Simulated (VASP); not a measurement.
# SnO2 (R-3m) in VASP: single point with PBE+D3(BJ)

Aim: the single point of SnO2 with PBE+D3(BJ).

All numbers are computed with VASP 6.6.1; they aren't measurements. Logs are shortened: lines on timing, memory, paths and dates and some standing lists are left out, and cuts for length are marked.

## (1) The cell of the first run

The structure is trigonal, space group R-3m (No. 166). The conventional cell has a = 3.234 Å, b = 3.234 Å, c = 14.402 Å, α = 90.00°, β = 90.00°, γ = 120.00°. Sn (site symmetry -3m) has 6 O at 2.13 Å within 2.8 Å. O (site symmetry 3m) has 3 Sn at 2.13 Å and 3 O at 2.76 Å within 2.8 Å.

## (2) Single point, PBE+D3(BJ)

The input, INCAR:

```
SYSTEM = SnO2
  PREC = Accurate
  ENCUT = 520
  EDIFF = 1E-6
  ISMEAR = 0
  SIGMA = 0.05
  LREAL = .False.
  LASPH = .True.
  NELM = 100
  ALGO = Normal
  ISIF = 2
  LWAVE = .False.
  LCHARG = .True.
  GGA = PE
  IVDW = 12
  LELF = .True.
  LVHAR = .True.
  NBANDS = 20
```

The input, KPOINTS:

```
regular mesh
0
Gamma
  12 12 12
  0 0 0
```

The input, POSCAR:

```
SnO2
1.0
    1.6170930752      0.9336291223      4.8005925840
   -1.6170930752      0.9336291223      4.8005925840
    0.0000000000     -1.8672582446      4.8005925840
Sn O
1 2
Direct
    0.5000000000      0.5000000000      0.5000000000
    0.2371700000      0.2371700000      0.2371700000
    0.7628300000      0.7628300000      0.7628300000
```

Potentials or basis: VASP PAW PBE potentials, release 64 (Sn_d, O).

Run with:

```bash
$ cat potpaw_PBE.64/Sn_d/POTCAR potpaw_PBE.64/O/POTCAR > POTCAR
$ mpirun -np 1 vasp_std > vasp.out
```

OUTCAR:

```text
SYSTEM = SnO2
   PREC = Accurate
   ENCUT = 520
   EDIFF = 1E-6
   ISMEAR = 0
   LREAL = .False.
   LASPH = .True.
   NELM = 100
   ISIF = 2
   GGA = PE
   IVDW = 12
 IVDW          = 12

 ion  position               nearest neighbor table
   1  0.500  0.500  0.500-   2 2.13   2 2.13   3 2.13   3 2.13   2 2.13   3 2.13
   2  0.237  0.237  0.237-   1 2.13   1 2.13   1 2.13
   3  0.763  0.763  0.763-   1 2.13   1 2.13   1 2.13

  LATTYP: Found a trigonal (rhomboedric) cell.
 ALAT       =     5.1509554948
 COS(alpha) =     0.8028828391

  Lattice vectors:

 A1 = (   1.6170930752,   0.9336291223,   4.8005925840)
 A2 = (  -1.6170930752,   0.9336291223,   4.8005925840)
 A3 = (   0.0000000000,  -1.8672582446,   4.8005925840)

Analysis of symmetry for initial positions (statically):
=====================================================================
 Subroutine PRICEL returns:
 Original cell was already a primitive cell.

 Routine SETGRP: Setting up the symmetry group for a
 trigonal (rhombohedral) supercell.

 Subroutine GETGRP returns: Found 12 space group operations
 (whereof 12 operations were pure point group operations)
 out of a pool of 12 trial point group operations.

The static configuration has the point symmetry D_3d.

Analysis of symmetry for dynamics (positions and initial velocities):
=====================================================================
 Subroutine PRICEL returns:
 Original cell was already a primitive cell.

 Routine SETGRP: Setting up the symmetry group for a
 trigonal (rhombohedral) supercell.

 Subroutine GETGRP returns: Found 12 space group operations
 (whereof 12 operations were pure point group operations)
 out of a pool of 12 trial point group operations.

The dynamic configuration has the point symmetry D_3d.

 Subroutine INISYM returns: Found 12 space group operations
 (whereof 12 operations are pure point group operations),
 and found     1 'primitive' translations

----------------------------------------------------------------------------------------

                                     Primitive cell

  volume of cell :      43.4866

  direct lattice vectors                    reciprocal lattice vectors
     1.617093075  0.933629122  4.800592584     0.309196797  0.178514854  0.069435872
    -1.617093075  0.933629122  4.800592584    -0.309196797  0.178514854  0.069435872
[... 85 lines left out ...]
   ENCUT  =  520.0 eV  38.22 Ry    6.18 a.u.   9.58  9.58  9.58*2*pi/ulx,y,z
   NELM   =    100;   NELMIN=  2; NELMDL= -5     # of ELM steps
   EDIFF  = 0.1E-05   stopping-criterion for ELM
   LREAL  =      F    real-space projection
   EDIFFG = 0.1E-04   stopping-criterion for IOM
   NSW    =      0    number of steps for IOM
   IBRION =     -1    ionic relax: 0-MD 1-quasi-New 2-CG
   NFREE  =      0    steps in history (QN), initial steepest desc. (CG)
   ISIF   =      2    stress and relaxation
   ISYM   =      2    0-nonsym 1-usesym 2-fastsym
   POTIM  = 0.5000    time-step for ionic-motion
   TEBEG  =    0.0;   TEEND  =   0.0 temperature during run
   PSTRESS=    0.0 pullay stress
   NELECT =      26.0000    total number of electrons
   NUPDOWN=      -1.0000    fix difference up-down
   EMIN   =  10.00;   EMAX   =-10.00  energy-range for DOS
   EFERMI =   0.00;   METHOD = LEGACY
   ISMEAR =     0;   SIGMA  =   0.05  broadening in eV -4-tet -1-fermi 0-gaus
   EFERMI_NEDOS =   21; number of points for ismear=-14 and -15
   IALGO  =     38    algorithm
   IMIX   =      4    mixing-type and parameters
     AMIX     =   0.40;   BMIX     =  1.00
     AMIX_MAG =   1.60;   BMIX_MAG =  1.00
  volume/ion in A,a.u.               =      14.50        97.82
  Fermi-wavevector in a.u.,A,eV,Ry     =   1.379158  2.606231 25.879336  1.902078
  Thomas-Fermi vector in A             =   2.504154
   LORBIT       =      0    0 simple, 1 ext, 2 COOP (PROOUT), +10 PAW based schemes
   GGA     = PE    functional components
   LHFCALC =     F    Hartree Fock is set to
   AEXX    =    0.0000 exact exchange contribution
   IVDW    =    12    specifies the selected vdW correction
   LEPSILON=     F    determine dielectric tensor
   LRPA    =     F    only Hartree local field effects (RPA)
 non-spin polarized calculation
 Gauss-broadening in eV      SIGMA  =   0.05
  energy-cutoff  :      520.00
  volume of cell :       43.49
 maximum number of plane-waves:      1188
 NGX is ok and might be reduce to    40
   NGX = 19   NGY = 19   NGZ = 19

 number of electron      26.0000004 magnetization

 Free energy of the ion-electron system (eV)
  ---------------------------------------------------
  ext. energy  EPLUGINS =         0.00000000
  ---------------------------------------------------
  free energy    TOTEN  =       -18.19988752 eV

  energy without entropy =      -18.19988752  energy(sigma->0) =      -18.19988752

 E-fermi :   3.5540     XC(G=0):  -9.9905

 val. band max:        3.3026317067   @ k =  -0.1667   0.1667   0.0000
 cond. band min:       5.2163865731   @ k =   0.0000   0.0000   0.0000
 fundamental gap:      1.9137548664
 Fermi energy:         3.5539584234

 k-point     1 :       0.0000    0.0000    0.0000
  band No.  band energies     occupation
      1     -16.7100      2.00000
      2     -16.5014      2.00000
      3     -16.5014      2.00000
      4     -16.3267      2.00000
      5     -16.3267      2.00000
      6     -14.6305      2.00000
[... 541 lines left out ...]
     19      16.5006      0.00000
     20      17.5319      0.00000

 [... further k-points ...]

------------------------ aborting loop because EDIFF is reached ----------------------------------------

 Edisp (eV)   -0.52962

 E8    (eV) :    -0.2085

  FORCE on cell =-STRESS in cart. coord.  units (eV):
  Direction    XX          YY          ZZ          XY          YZ          ZX
  --------------------------------------------------------------------------------------
  -------------------------------------------------------------------------------------
  Total      -0.48602    -0.48602    -0.76343     0.00000     0.00000     0.00000
  in kB     -17.90636   -17.90636   -28.12704     0.00000     0.00000     0.00000
  external pressure =      -21.31 kB  Pullay stress =        0.00 kB

 VOLUME and BASIS-vectors are now :
 -----------------------------------------------------------------------------
  energy-cutoff  :      520.00
  volume of cell :       43.49
      direct lattice vectors                 reciprocal lattice vectors
     1.617093075  0.933629122  4.800592584     0.309196797  0.178514854  0.069435872
    -1.617093075  0.933629122  4.800592584    -0.309196797  0.178514854  0.069435872
     0.000000000 -1.867258245  4.800592584     0.000000000 -0.357029708  0.069435872

 POSITION                                       TOTAL-FORCE (eV/Angst)
 -----------------------------------------------------------------------------------
      0.00000      0.00000      7.20089         0.000000     -0.000000      0.000000
      0.00000      0.00000      3.41567         0.000000     -0.000000     -0.074022
      0.00000      0.00000     10.98611         0.000000      0.000000      0.074022
 -----------------------------------------------------------------------------------
    total drift:                                0.000000      0.000000      0.000000

  FREE ENERGIE OF THE ION-ELECTRON SYSTEM (eV)
  ---------------------------------------------------
  free  energy   TOTEN  =       -18.7295071505 eV

  energy  without entropy=      -18.7295071505  energy(sigma->0) =      -18.72950715
```

OSZICAR:

```text
N       E                     dE             d eps       ncg     rms          rms(c)
DAV:   1     0.258191196102E+03    0.25819E+03   -0.13982E+04  8024   0.190E+03
DAV:   2     0.844624962328E+01   -0.24974E+03   -0.23691E+03  8240   0.494E+02
DAV:   3    -0.202785061353E+02   -0.28725E+02   -0.28447E+02  8764   0.142E+02
DAV:   4    -0.211131111903E+02   -0.83461E+00   -0.83385E+00  8376   0.262E+01
DAV:   5    -0.211296416413E+02   -0.16530E-01   -0.16530E-01  9140   0.390E+00    0.106E+01
DAV:   6    -0.182217116987E+02    0.29079E+01   -0.11500E+01 11564   0.569E+01    0.438E+00
DAV:   7    -0.182162165643E+02    0.54951E-02   -0.66727E-01  7748   0.670E+00    0.211E+00
DAV:   8    -0.182001140289E+02    0.16103E-01   -0.69625E-02  7988   0.269E+00    0.476E-01
DAV:   9    -0.181992569502E+02    0.85708E-03   -0.10883E-02 10616   0.147E+00    0.926E-02
DAV:  10    -0.181998570718E+02   -0.60012E-03   -0.18592E-03  7880   0.357E-01    0.343E-02
DAV:  11    -0.181998848673E+02   -0.27796E-04   -0.48731E-05 11008   0.694E-02    0.209E-02
DAV:  12    -0.181998875320E+02   -0.26647E-05   -0.72826E-06  7864   0.238E-02    0.606E-03
DAV:  13    -0.181998875212E+02    0.10756E-07   -0.90251E-07  6776   0.936E-03
   1 F= -.18729507E+02 E0= -.18729507E+02  d E =-.246861E-14
```

It took 3.8 min on 1 thread of Intel Xeon Platinum 8488C (Sapphire Rapids), shared host; peak memory 0.34 GiB.

What came out:

```
Free energy                : -18.7295 eV
Pressure                   : -2.1 GPa
Largest force              : 0.074 eV/Å
Band gap on the k mesh     : 1.91 eV, indirect (least direct gap 2.03 eV)
Dispersion energy per atom : -0.177 eV
```

Forces on the atoms (eV/Å):
```
Sn   0.000  0.000  0.000
O    0.000  0.000 -0.074
O    0.000  0.000  0.074
```

Stress tensor (GPa, compression positive):
```
-1.79  0.00  0.00
 0.00 -1.79  0.00
 0.00  0.00 -2.81
```

Caveat: spin-orbit coupling is left out, which moves the levels of the heavy elements. A k mesh can miss the band edges.
